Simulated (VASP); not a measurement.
Wanted: the native input for a VASP 6.6.1 run.

- Task: single point
- Functional: B3LYP
- Potentials or basis: VASP PAW PBE potentials, release 64 (Cr_sv)
- Cutoff: 520 eV
- k mesh: 6 × 6 × 3
- Occupations: fermi-dirac, width 0.05 eV
- Spin: collinear spin, ferromagnetic start
- Starting moments: [3.0, 3.0] μB
- Dipole correction: no
- Grid for exact exchange (PRECFOCK): Normal
- Further INCAR settings: ALGO = Normal; EDIFF = 1e-06; NBANDS = 25
- Share of exact exchange: 0.2

Cr:

```
Cr
1.0
     2.71400    0.00000    0.00000
    -1.35700    2.35039    0.00000
     0.00000    0.00000    4.41000
Cr
2
Direct
  0.66667 0.33333 0.75000
  0.33333 0.66667 0.25000
```

This isn't the form of Cr at room conditions, which is bcc.

One way to write it, as run:

POSCAR

```
Cr
1.0
    2.7140000000      0.0000000000      0.0000000000
   -1.3570000000      2.3503929459      0.0000000000
    0.0000000000      0.0000000000      4.4100000000
Cr
2
Direct
    0.6666666667      0.3333333333      0.7500000000
    0.3333333333      0.6666666667      0.2500000000
```

INCAR.step1

```
SYSTEM = Cr
PREC = Accurate ; ENCUT = 520
EDIFF = 1E-5 ; ISMEAR = -1
SIGMA = 0.05 ; LREAL = .FALSE.
LASPH = .TRUE. ; NELM = 200
ALGO = Normal ; ISIF = 2
LWAVE = .TRUE. ; ISPIN = 2
MAGMOM = 3 3 ; LORBIT = 11
LMAXMIX = 4 ; NBANDS = 25
GGA = PE ; GGA_COMPAT = .FALSE.
```

INCAR.step2

```
SYSTEM = Cr
PREC = Accurate ; ENCUT = 520
EDIFF = 1E-6 ; ISMEAR = -1
SIGMA = 0.05 ; LREAL = .FALSE.
LASPH = .TRUE. ; NELM = 200
ALGO = Normal ; ISIF = 2
LWAVE = .FALSE. ; LCHARG = .TRUE.
ISPIN = 2 ; MAGMOM = 3 3
LORBIT = 11 ; LMAXMIX = 4
GGA = B3 ; LHFCALC = .TRUE.
AEXX = 0.2 ; AGGAX = 0.72
AGGAC = 0.81 ; ALDAC = 0.19
PRECFOCK = Normal ; LELF = .TRUE.
LVHAR = .TRUE. ; NBANDS = 25
ISTART = 1 ; GGA_COMPAT = .FALSE.
```

KPOINTS

```
Automatic mesh
0
G
  6 6 3
  0 0 0
```

Potentials or basis: VASP PAW PBE potentials, release 64 (Cr_sv).

Launch:

```sh
$ cat potpaw_PBE.64/Cr_sv/POTCAR > POTCAR
$ cp INCAR.step1 INCAR
$ mpirun -np 1 vasp_std > vasp.out
$ cp INCAR.step2 INCAR
$ mpirun -np 1 vasp_std > vasp.out
```

It gave:

| Item | Value |
| --- | --- |
| Pressure | -24.1 GPa |
| Net moment | 2.98 μB per cell |
| Site moments | Cr +1.32 μB |
| Valence electrons inside the program's atomic spheres | Cr 11.67 |

Caveat: the k points lie up to 0.47 Å⁻¹ apart; the PAW data sets were made with another functional, which shifts forces and pressure a little.

Run time: 50 min on 1 thread of Intel(R) Xeon(R) 6975P-C (Granite Rapids) (shared host), peak memory 0.17 GiB.
